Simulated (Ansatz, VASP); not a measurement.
# Mg2CdSe3 in VASP and in Ansatz

File INCAR:

```
ALGO = Normal
EDIFF = 1E-7
ENCUT = 520
GGA = PE
ISIF = 2
ISMEAR = 0
LASPH = T
LCHARG = F
LREAL = F
LWAVE = F
NBANDS = 46
NELM = 100
PREC = Accurate
SIGMA = 0.1
```

KPOINTS

```
k-points
0
Gamma
  6 6 1
```

File POSCAR:

```
Mg2CdSe3
1.0
    4.3008487892      0.0000000000      0.0000000000
   -2.1504243946      3.7246443093      0.0000000000
    0.0000000000      0.0000000000     20.8766186000
Mg Cd Se
4 2 6
Direct
    0.6666666667      0.3333333333      0.1673960000
    0.6666666667      0.3333333333      0.8302600000
    0.3333333333      0.6666666667      0.3302600000
    0.3333333333      0.6666666667      0.6673960000
    0.6666666667      0.3333333333      0.5009150000
    0.3333333333      0.6666666667      0.0009150000
    0.6666666667      0.3333333333      0.2919490000
    0.6666666667      0.3333333333      0.6293910000
    0.6666666667      0.3333333333      0.9550900000
    0.3333333333      0.6666666667      0.1293910000
    0.3333333333      0.6666666667      0.4550900000
    0.3333333333      0.6666666667      0.7919490000
```

Input for Ansatz:

```yaml
crystal:
  lattice:
    - [4.3008487892, 0.0, 0.0]
    - [-2.1504243946, 3.7246443093, 0.0]
    - [0.0, 0.0, 20.8766186]
  atoms:
    - { symbol: Mg, position: [0.6666666667, 0.3333333333, 0.167396] }
    - { symbol: Mg, position: [0.6666666667, 0.3333333333, 0.83026] }
    - { symbol: Mg, position: [0.3333333333, 0.6666666667, 0.33026] }
    - { symbol: Mg, position: [0.3333333333, 0.6666666667, 0.667396] }
    - { symbol: Cd, position: [0.6666666667, 0.3333333333, 0.500915] }
    - { symbol: Cd, position: [0.3333333333, 0.6666666667, 0.000915] }
    - { symbol: Se, position: [0.6666666667, 0.3333333333, 0.291949] }
    - { symbol: Se, position: [0.6666666667, 0.3333333333, 0.629391] }
    - { symbol: Se, position: [0.6666666667, 0.3333333333, 0.95509] }
    - { symbol: Se, position: [0.3333333333, 0.6666666667, 0.129391] }
    - { symbol: Se, position: [0.3333333333, 0.6666666667, 0.45509] }
    - { symbol: Se, position: [0.3333333333, 0.6666666667, 0.791949] }
basis:
  ecutwfc: 420
kpoints:
  mp_grid: { grid: [6, 6, 1] }
hamiltonian:
  xc: pbe
scf:
  occupations: { method: gaussian, width: 0.1 }
  lower_state_search: "off"
output:
  forces: true
  stress: true
  eigenvalues: true
```

Alike in both runs: task single point; functional PBE; k mesh 6 × 6 × 1; occupations gaussian, width 0.1 eV; no spin polarisation.

|  | VASP | Ansatz |
| --- | --- | --- |
| version | VASP 6.6.1 | Ansatz 0.2.0 |
| potentials or method | VASP PAW PBE potentials, release 64 (Mg, Cd, Se), cutoff 520 eV | scalar-relativistic, plane waves, PAW |
| valence electrons in the cell | 68 | 176 |

Ansatz gave:

| Quantity | Value |
| --- | --- |
| gap on the k mesh at the Fermi level (eV) | 1.55 |
| least direct gap on the mesh (eV) | 1.55 |
| pressure (GPa) | 0.0 |
| rms of the force components (eV/Å) | 0.001 |

Problem. Which values does VASP return?

Solution. gap on the k mesh at the Fermi level (eV): 1.54; least direct gap on the mesh (eV): 1.54; pressure (GPa): 0.1; rms of the force components (eV/Å): 0.011.

Atom by atom the forces differ by 0.010 eV/Å (rms over components). The functional is the same, so the differences come from potentials, cutoffs and numerics. VASP's potentials hold 68 valence electrons a cell and Ansatz's 176, so a difference there can come from the potentials and not from the codes.
